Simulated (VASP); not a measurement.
# WC (Qusongite) in VASP: notebook, part 2 of 2

VASP 6.6.1.

## (5) Single point, r2SCAN

This run uses another cell than the first one, of 10.38 Å³/atom, 1.064 times its volume.

Contents of POSCAR:

```
WC
1.0
    2.9065000000      0.0000000000      0.0000000000
   -1.4532500000      2.5171028361      0.0000000000
    0.0000000000      0.0000000000      2.8366000000
W C
1 1
Direct
    0.0000000000      0.0000000000      0.0000000000
    0.6666666667      0.3333333333      0.5000000000
```

Contents of INCAR.step1:

```
ALGO = Normal
EDIFF = 1E-4
ENCUT = 520
GGA = PE
ISMEAR = -1
LASPH = True
LCHARG = False
LREAL = False
LWAVE = True
NBANDS = 16
NELM = 60
PREC = Accurate
SIGMA = 0.05
```

Contents of INCAR.step2:

```
ALGO = Normal
EDIFF = 1E-6
ENCUT = 520
ISIF = 2
ISMEAR = -1
ISTART = 1
LASPH = True
LCHARG = False
LMIXTAU = True
LREAL = False
LWAVE = False
METAGGA = R2SCAN
NBANDS = 16
NELM = 60
PREC = Accurate
SIGMA = 0.05
```

Contents of KPOINTS:

```
k-points
0
Gamma
  10 10 9
```

Potentials or basis: VASP PAW PBE potentials, release 64 (W_sv, C).

The run is started by

```
$ cat potpaw_PBE.64/W_sv/POTCAR potpaw_PBE.64/C/POTCAR > POTCAR
$ cp INCAR.step1 INCAR
$ mpirun -np 1 vasp_std > vasp.out
$ cp INCAR.step2 INCAR
$ mpirun -np 1 vasp_std > vasp.out
```

OUTCAR:

```text
EDIFF = 1E-6
   ENCUT = 520
   ISIF = 2
   ISMEAR = -1
   ISTART = 1
   LASPH = True
   LREAL = False
   METAGGA = R2SCAN
   NELM = 60
   PREC = Accurate

 ion  position               nearest neighbor table
   1  0.000  0.000  0.000-   2 2.20   2 2.20   2 2.20   2 2.20   2 2.20   2 2.20
   2  0.667  0.333  0.500-   1 2.20   1 2.20   1 2.20   1 2.20   1 2.20   1 2.20

  LATTYP: Found a hexagonal cell.
 ALAT       =     2.9065000000
 C/A-ratio  =     0.9759504559

  Lattice vectors:

 A1 = (   2.9065000000,   0.0000000000,   0.0000000000)
 A2 = (  -1.4532500000,   2.5171028361,   0.0000000000)
 A3 = (   0.0000000000,   0.0000000000,   2.8366000000)

Analysis of symmetry for initial positions (statically):
=====================================================================
 Subroutine PRICEL returns:
 Original cell was already a primitive cell.

 Routine SETGRP: Setting up the symmetry group for a
 hexagonal supercell.

 Subroutine GETGRP returns: Found 12 space group operations
 (whereof 12 operations were pure point group operations)
 out of a pool of 24 trial point group operations.

The static configuration has the point symmetry D_3h.

Analysis of symmetry for dynamics (positions and initial velocities):
=====================================================================
 Subroutine PRICEL returns:
 Original cell was already a primitive cell.

 Routine SETGRP: Setting up the symmetry group for a
 hexagonal supercell.

 Subroutine GETGRP returns: Found 12 space group operations
 (whereof 12 operations were pure point group operations)
 out of a pool of 24 trial point group operations.

The dynamic configuration has the point symmetry D_3h.

 Subroutine INISYM returns: Found 12 space group operations
 (whereof 12 operations are pure point group operations),
 and found     1 'primitive' translations

----------------------------------------------------------------------------------------

                                     Primitive cell

  volume of cell :      20.7525

  direct lattice vectors                    reciprocal lattice vectors
     2.906500000  0.000000000  0.000000000     0.344056425  0.198641070  0.000000000
    -1.453250000  2.517102836  0.000000000     0.000000000  0.397282139  0.000000000
     0.000000000  0.000000000  2.836600000     0.000000000  0.000000000  0.352534725

  length of vectors
     2.906500000  2.906500000  2.836600000     0.397282139  0.397282139  0.352534725

  position of ions in fractional coordinates (direct lattice)
     0.000000000  0.000000000  0.000000000
     0.666666667  0.333333333  0.500000000

  ion indices of the primitive-cell ions
   primitive index   ion index
                 1           1
                 2           2

----------------------------------------------------------------------------------------

 KPOINTS: k-points

Automatic generation of k-mesh.
 Grid dimensions read from file:
 generate k-points for:   10   10    9

 Generating k-lattice:

  Cartesian coordinates                     Fractional coordinates (reciprocal lattice)
     0.034405643  0.019864107  0.000000000     0.100000000  0.000000000  0.000000000
     0.000000000  0.039728214  0.000000000     0.000000000  0.100000000  0.000000000
     0.000000000  0.000000000  0.039170525     0.000000000  0.000000000  0.111111111

  Length of vectors
     0.039728214  0.039728214  0.039170525

  Shift w.r.t. Gamma in fractional coordinates (k-lattice)
     0.000000000  0.000000000  0.000000000

 Subroutine IBZKPT returns following result:
 ===========================================

 Found     70 irreducible k-points:

 Following reciprocal coordinates:
            Coordinates               Weight
  0.000000  0.000000  0.000000      1.000000
  0.100000  0.000000  0.000000      6.000000
  0.200000  0.000000  0.000000      6.000000
  0.300000  0.000000  0.000000      6.000000
  0.400000  0.000000  0.000000      6.000000
  0.500000  0.000000  0.000000      3.000000
[... 16 lines left out ...]
  0.300000  0.100000  0.111111     24.000000
  0.400000  0.100000  0.111111     24.000000
 [... further k-points ...]
   k-points           NKPTS =     70   k-points in BZ     NKDIM =     70   number of bands    NBANDS=     16
   number of dos      NEDOS =    301   number of ions     NIONS =      2
   total plane-waves  NPLWV =  13824
   dimension x,y,z NGX =    24 NGY =   24 NGZ =   24
   dimension x,y,z NGXF=    48 NGYF=   48 NGZF=   48
   ions per type =               1   1
   NGX,Y,Z   is equivalent  to a cutoff of  13.73, 13.73, 14.07 a.u.
   NGXF,Y,Z  is equivalent  to a cutoff of  27.46, 27.46, 28.13 a.u.
 SYSTEM =  unknown system
   PREC   = accura    normal or accurate (medium, high low for compatibility)
   ISTART =      1    job   : 0-new  1-cont  2-samecut
   ICHARG =      0    charge: 1-file 2-atom 10-const
   ISPIN  =      1    spin polarized calculation?
   LNONCOLLINEAR =      F non collinear calculations
   LSORBIT =      F    spin-orbit coupling
   LASPH  =      T    aspherical Exc in radial PAW
   ENCUT  =  520.0 eV  38.22 Ry    6.18 a.u.   5.40  5.40  5.27*2*pi/ulx,y,z
   NELM   =     60;   NELMIN=  2; NELMDL=  0     # of ELM steps
   EDIFF  = 0.1E-05   stopping-criterion for ELM
   LREAL  =      F    real-space projection
   EDIFFG = 0.1E-04   stopping-criterion for IOM
   NSW    =      0    number of steps for IOM
   IBRION =     -1    ionic relax: 0-MD 1-quasi-New 2-CG
   NFREE  =      0    steps in history (QN), initial steepest desc. (CG)
   ISIF   =      2    stress and relaxation
   ISYM   =      2    0-nonsym 1-usesym 2-fastsym
   POTIM  = 0.5000    time-step for ionic-motion
   TEBEG  =    0.0;   TEEND  =   0.0 temperature during run
   PSTRESS=    0.0 pullay stress
   NELECT =      18.0000    total number of electrons
   NUPDOWN=      -1.0000    fix difference up-down
   EMIN   =  10.00;   EMAX   =-10.00  energy-range for DOS
[... 5 lines left out ...]
     AMIX     =   0.40;   BMIX     =  1.00
     AMIX_MAG =   1.60;   BMIX_MAG =  1.00
  volume/ion in A,a.u.               =      10.38        70.02
  Fermi-wavevector in a.u.,A,eV,Ry     =   1.561262  2.950358 33.164744  2.437540
  Thomas-Fermi vector in A             =   2.664353
   LORBIT       =      0    0 simple, 1 ext, 2 COOP (PROOUT), +10 PAW based schemes
   METAGGA = R2SCAN    functional components
   LHFCALC =     F    Hartree Fock is set to
   AEXX    =    0.0000 exact exchange contribution
   IVDW    =     0    specifies the selected vdW correction
   LEPSILON=     F    determine dielectric tensor
   LRPA    =     F    only Hartree local field effects (RPA)
 non-spin polarized calculation
  energy-cutoff  :      520.00
  volume of cell :       20.75
 maximum number of plane-waves:       580
 NGX is ok and might be reduce to    24
   NGX = 11   NGY = 11   NGZ = 11

 number of electron      18.0000000 magnetization

 Free energy of the ion-electron system (eV)
  ---------------------------------------------------
  ext. energy  EPLUGINS =         0.00000000
  ---------------------------------------------------
  free energy    TOTEN  =       -61.61590867 eV

  energy without entropy =      -61.61398601  energy(sigma->0) =      -61.61494734

 E-fermi :  10.9935     XC(G=0): -14.9703

 val. band max:       10.9879665341   @ k =   0.4000   0.2000   0.0000
 cond. band min:      11.0321106161   @ k =   0.1000   0.0000   0.3333
 fundamental gap:      0.0441440820
 Fermi energy:        10.9935074214

 k-point     1 :       0.0000    0.0000    0.0000
  band No.  band energies     occupation
      1     -64.9782      2.00000
      2     -28.2880      2.00000
      3     -28.1768      2.00000
      4     -28.1768      2.00000
      5      -4.2805      2.00000
      6       6.4716      2.00000
[... 8 lines left out ...]
     15      26.2228      0.00000
     16      28.5541      0.00000

 k-point     2 :       0.1000    0.0000    0.0000
  band No.  band energies     occupation
      1     -64.9720      2.00000
      2     -28.2768      2.00000
      3     -28.2639      2.00000
      4     -28.1964      2.00000
      5      -4.0123      2.00000
      6       6.5154      2.00000
[... 8 lines left out ...]
     15      25.7434      0.00000
     16      29.1321      0.00000
[... 387 lines left out ...]
      5      -1.4669      2.00000
      6       4.3710      2.00000
[... 8 lines left out ...]
     15      26.1183      0.00000
     16      28.5174      0.00000

 k-point    24 :       0.4000    0.1000    0.1111
  band No.  band energies     occupation
      1     -64.9075      2.00000
      2     -28.9827      2.00000
      3     -28.4164      2.00000
      4     -28.2572      2.00000
      5      -0.7830      2.00000
      6       3.7931      2.00000
[... 8 lines left out ...]
     15      25.2242      0.00000
     16      29.4795      0.00000

 [... further k-points ...]
[... 5 lines left out ...]
  --------------------------------------------------------------------------------------
  -------------------------------------------------------------------------------------
  Total        0.5007620      0.5007620      0.2741231      0.0000000      0.0000000      0.0000000
  in kB       38.6609512     38.6609512     21.1634641      0.0000000      0.0000000      0.0000000
  external PRESSURE =      32.8284555 kB  Pullay stress =       0.0000000 kB

 VOLUME and BASIS-vectors are now :
 -----------------------------------------------------------------------------
  energy-cutoff  :      520.00
  volume of cell :       20.75
      direct lattice vectors                 reciprocal lattice vectors
     2.906500000  0.000000000  0.000000000     0.344056425  0.198641070  0.000000000
    -1.453250000  2.517102836  0.000000000     0.000000000  0.397282139  0.000000000
     0.000000000  0.000000000  2.836600000     0.000000000  0.000000000  0.352534725

 POSITION                                       TOTAL-FORCE (eV/Angst)
 -----------------------------------------------------------------------------------
      0.00000      0.00000      0.00000        -0.000000     -0.000000      0.000000
      1.45325      0.83903      1.41830         0.000000      0.000000      0.000000
 -----------------------------------------------------------------------------------
    total drift:                               -0.000000      0.000000      0.000000

  FREE ENERGIE OF THE ION-ELECTRON SYSTEM (eV)
  ---------------------------------------------------
  free  energy   TOTEN  =       -61.6159086709 eV

  energy  without entropy=      -61.6139860055  energy(sigma->0) =      -61.61494734
```

OUTCAR.step1:

```text
EDIFF = 1E-4
   ENCUT = 520
   GGA = PE
   ISMEAR = -1
   LASPH = True
[... 678 lines left out ...]
      0.00000      0.00000      0.00000         0.000000     -0.000000      0.000000
      1.45325      0.83903      1.41830        -0.000000      0.000000      0.000000
 -----------------------------------------------------------------------------------
    total drift:                               -0.000000      0.000000      0.000000

  FREE ENERGIE OF THE ION-ELECTRON SYSTEM (eV)
  ---------------------------------------------------
  free  energy   TOTEN  =       -22.4465354614 eV

  energy  without entropy=      -22.4446514687  energy(sigma->0) =      -22.44559347
```

OSZICAR.step1:

```text
N       E                     dE             d eps       ncg     rms          rms(c)
DAV:   1     0.110619023653E+03    0.11062E+03   -0.93962E+03  2256   0.124E+03
DAV:   2    -0.222237036255E+02   -0.13284E+03   -0.12801E+03  2696   0.337E+02
DAV:   3    -0.254991334204E+02   -0.32754E+01   -0.32636E+01  2496   0.503E+01
DAV:   4    -0.255161919804E+02   -0.17059E-01   -0.17058E-01  2888   0.412E+00
DAV:   5    -0.255163199676E+02   -0.12799E-03   -0.12799E-03  2480   0.337E-01    0.324E+01
DAV:   6    -0.225297601530E+02    0.29866E+01   -0.57309E+00  2712   0.258E+01    0.856E+00
DAV:   7    -0.224744397173E+02    0.55320E-01   -0.42959E-01  2352   0.502E+00    0.625E+00
DAV:   8    -0.224478911543E+02    0.26549E-01   -0.63688E-02  2440   0.214E+00    0.110E+00
DAV:   9    -0.224465879486E+02    0.13032E-02   -0.32878E-03  2456   0.431E-01    0.119E-01
DAV:  10    -0.224465354614E+02    0.52487E-04   -0.30640E-04  2576   0.200E-01
   1 F= -.22446535E+02 E0= -.22445593E+02  d E =-.188399E-02
```

Run time: 50 s. Hardware: 1 thread of Intel Xeon Platinum 8259CL at 2.50GHz (Skylake/Cascade Lake), shared host; peak memory 0.16 GiB.

What came out:

```
Free energy            : -61.6159 eV
Pressure               : 3.3 GPa
Band gap on the k mesh : zero (band 9 reaches 11.66 eV, above the bottom of band 10 at 10.44 eV)
```

Levels at points of the mesh, in eV from the Fermi level:
```
           k point  band 6  band 7  band 8  band 9  band 10  band 11  band 12  band 13
(0.00, 0.00, 0.00)   -4.52   -3.51   -3.51    0.07     3.39     3.39     5.93     5.93
(0.50, 0.00, 0.00)   -7.36   -3.79   -3.73   -0.54     2.47     4.72     5.09     7.26
```

Caveat: the PAW data sets were made with another functional, which shifts forces and pressure a little; spin-orbit coupling is left out, which moves the levels of the heavy elements.

## (6) Single point, PBE

This run uses another cell than the first one, of 10.38 Å³/atom, 1.064 times its volume.

Contents of INCAR:

```
SYSTEM = WC
ALGO = Normal
EDIFF = 1E-7
ENCUT = 520
GGA = PE
ISIF = 2
ISMEAR = -1
LASPH = .True.
LCHARG = .True.
LELF = .True.
LREAL = .False.
LVHAR = .True.
LWAVE = .False.
NBANDS = 16
NELM = 60
PREC = Accurate
SIGMA = 0.05
```

Contents of KPOINTS:

```
k-points
0
Gamma
  10 10 9
  0 0 0
```

Contents of POSCAR:

```
WC
1.0
    2.9065000000      0.0145325000      0.0000000000
   -1.4406644858      2.5098365861      0.0000000000
    0.0000000000      0.0000000000      2.8366000000
W C
1 1
Direct
    0.0004663116     -0.0000140665      0.0000000000
    0.6662003551      0.3333473998      0.5000000000
```

Potentials or basis: VASP PAW PBE potentials, release 64 (W_sv, C).

The run is started by

```
$ cat potpaw_PBE.64/W_sv/POTCAR potpaw_PBE.64/C/POTCAR > POTCAR
$ mpirun -np 1 vasp_std > vasp.out
```

It took 50 s on 1 thread of Intel Xeon Platinum 8488C (Sapphire Rapids), shared host; peak memory 0.21 GiB.

Results (log left out):

| Item | Value |
| --- | --- |
| Free energy | -22.4448 eV |
| Pressure | 6.8 GPa |
| Largest force | 0.011 eV/Å |
| Band gap on the k mesh | zero (band 9 reaches 11.73 eV, above the bottom of band 10 at 10.63 eV) |

Forces on the atoms (eV/Å):
```
W    0.011  0.000  0.000
C   -0.011  0.000  0.000
```

Stress tensor (GPa, compression positive):
```
 6.91 -2.58  0.00
-2.58  6.99  0.00
 0.00  0.00  6.37
```

Levels at points of the mesh, in eV from the Fermi level:
```
           k point  band 7  band 8  band 9  band 10  band 11  band 12
(0.00, 0.00, 0.00)   -3.41   -3.25    0.08     3.21     3.26     5.56
(0.50, 0.00, 0.00)   -3.63   -3.59   -0.42     2.39     4.52     4.88
(0.00, 0.50, 0.00)   -3.62   -3.57   -0.47     2.35     4.50     4.92
(0.50, 0.50, 0.00)   -3.61   -3.55   -0.53     2.30     4.54     4.91
```

Caveat: spin-orbit coupling is left out, which moves the levels of the heavy elements.

## (7) Overview

```tsv
level	cell	gap on the mesh (eV)	pressure (GPa)
r2SCAN	a = 2.847, b = 2.847, c = 2.779 Å, angles 90.0, 90.0, 120.0°, 2 atoms	none	33.0
r2SCAN	a = 2.867, b = 2.867, c = 2.798 Å, angles 90.0, 90.0, 120.0°, 2 atoms	none	22.0
r2SCAN	a = 2.887, b = 2.887, c = 2.818 Å, angles 90.0, 90.0, 120.0°, 2 atoms	none	12.2
r2SCAN	a = 2.906, b = 2.907, c = 2.837 Å, angles 90.0, 90.0, 120.0°, 2 atoms	none	3.3
PBE	a = 2.907, b = 2.894, c = 2.837 Å, angles 90.0, 90.0, 119.6°, 2 atoms	none	6.8
```

Alike in all rows: task single point; potentials or basis VASP PAW PBE potentials, release 64 (W_sv, C); no spin polarisation; k mesh 10 × 10 × 9; cutoff (eV) 520; smearing fermi-dirac 0.05 eV.

Caveats: spin-orbit coupling is left out, which moves the levels of the heavy elements; the PAW data sets were made with another functional, which shifts forces and pressure a little (some runs).

Total energies depend on the potentials used, so only differences within one code and one set of settings carry meaning.
